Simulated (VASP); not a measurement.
# MgF2: single point with PBE

MgF2:

```xyz
48
Lattice="4.6976 4.6976 6.1860 4.6976 -4.6976 -6.1860 -4.6976 4.6976 -6.1860" Properties=species:S:1:pos:R:3 pbc="T T T"
Mg    2.3488    2.3488   -7.7325
Mg    2.3488    2.3488   -4.6395
Mg    2.3488    2.3488   -1.5465
Mg    2.3488    2.3488    1.5465
Mg   -2.3488    2.3488   -7.7325
Mg   -2.3488    2.3488   -4.6395
Mg    2.3488   -2.3488   -7.7325
Mg    2.3488   -2.3488   -4.6395
Mg    0.0000    4.6976    0.0000
Mg    4.6976    0.0000   -3.0930
Mg    4.6976    0.0000    0.0000
Mg    0.0000    4.6976   -3.0930
Mg    0.0000    0.0000   -6.1860
Mg    0.0000    0.0000   -3.0930
Mg    0.0000    0.0000    0.0000
Mg    0.0000    0.0000   -9.2790
F     3.2715    3.2715    3.0930
F     3.2715    3.2715   -6.1860
F     3.2715    3.2715   -3.0930
F     3.2715    3.2715    0.0000
F     3.2715   -1.4260   -3.0930
F    -1.4260    3.2715   -6.1860
F    -1.4260    3.2715   -3.0930
F     3.2715   -1.4260   -6.1860
F    -0.9228    5.6203   -1.5465
F     3.7748    0.9228   -4.6395
F     3.7748    0.9228   -1.5465
F    -0.9228    5.6203   -4.6395
F    -0.9228    0.9228   -7.7325
F    -0.9228    0.9228   -4.6395
F    -0.9228    0.9228   -1.5465
F    -0.9228    0.9228  -10.8255
F     1.4260    1.4260   -9.2790
F     1.4260    1.4260   -6.1860
F     1.4260    1.4260   -3.0930
F     1.4260    1.4260    0.0000
F     1.4260    6.1236   -3.0930
F     1.4260    6.1236    0.0000
F     6.1236    1.4260   -3.0930
F     6.1236    1.4260    0.0000
F     5.6203   -0.9228   -1.5465
F     0.9228    3.7748   -4.6395
F     0.9228    3.7748   -1.5465
F     5.6203   -0.9228   -4.6395
F     0.9228   -0.9228   -1.5465
F     0.9228   -0.9228  -10.8255
F     0.9228   -0.9228   -7.7325
F     0.9228   -0.9228   -4.6395
```

```
Program             : VASP 6.6.1
Task                : single point
Functional          : PBE
Potentials or basis : VASP PAW PBE potentials, release 64 (Mg, F)
Cutoff              : 600 eV
k mesh              : 2 × 2 × 2, shifted
Occupations         : gaussian, width 0.01 eV
Spin                : no spin polarisation
```

```yaml
Pressure: -1.0 GPa
Largest_force: 0.004 eV/Å
Band_gap_on_the_k_mesh: 7.32 eV
```

Forces in eV/Å, atoms in the order of the input:
```
Mg   0.000  0.000  0.000
Mg   0.000  0.000  0.000
Mg   0.000  0.000  0.000
Mg   0.000  0.000  0.000
Mg   0.000  0.000  0.000
Mg   0.000  0.000  0.000
Mg   0.000  0.000  0.000
Mg   0.000  0.000  0.000
Mg   0.000  0.000  0.000
Mg   0.000  0.000  0.000
Mg   0.000  0.000  0.000
Mg   0.000  0.000  0.000
Mg   0.000  0.000  0.000
Mg   0.000  0.000  0.000
Mg   0.000  0.000  0.000
Mg   0.000  0.000  0.000
F   -0.003 -0.003  0.000
F   -0.003 -0.003  0.000
F   -0.003 -0.003  0.000
F   -0.003 -0.003  0.000
F   -0.003 -0.003  0.000
F   -0.003 -0.003  0.000
F   -0.003 -0.003  0.000
F   -0.003 -0.003  0.000
F    0.003 -0.003  0.000
F    0.003 -0.003  0.000
F    0.003 -0.003  0.000
F    0.003 -0.003  0.000
F    0.003 -0.003  0.000
F    0.003 -0.003  0.000
F    0.003 -0.003  0.000
F    0.003 -0.003  0.000
F    0.003  0.003  0.000
F    0.003  0.003  0.000
F    0.003  0.003  0.000
F    0.003  0.003  0.000
F    0.003  0.003  0.000
F    0.003  0.003  0.000
F    0.003  0.003  0.000
F    0.003  0.003  0.000
F   -0.003  0.003  0.000
F   -0.003  0.003  0.000
F   -0.003  0.003  0.000
F   -0.003  0.003  0.000
F   -0.003  0.003  0.000
F   -0.003  0.003  0.000
F   -0.003  0.003  0.000
F   -0.003  0.003  0.000
```

Stress tensor (GPa, compression positive):
```
-0.95  0.00  0.00
 0.00 -0.95  0.00
 0.00  0.00 -1.05
```

Levels at points of the mesh, in eV from the valence-band top:
| k point | band 124 | band 125 | band 126 | band 127 | band 128 | band 129 | band 130 | band 131 | band 132 | band 133 |
| --- | --- | --- | --- | --- | --- | --- | --- | --- | --- | --- |
| (0.25, 0.25, 0.25) | -0.41 | -0.19 | -0.19 | -0.19 | -0.19 | 8.56 | 8.56 | 8.56 | 8.56 | 10.70 |

Run time: 25 min on 1 thread of Intel Xeon 8259CL, with other jobs on the host, peak memory 1 GiB.

Caveat: a shifted mesh leaves out Γ, where band edges can lie. A k mesh can miss the band edges.
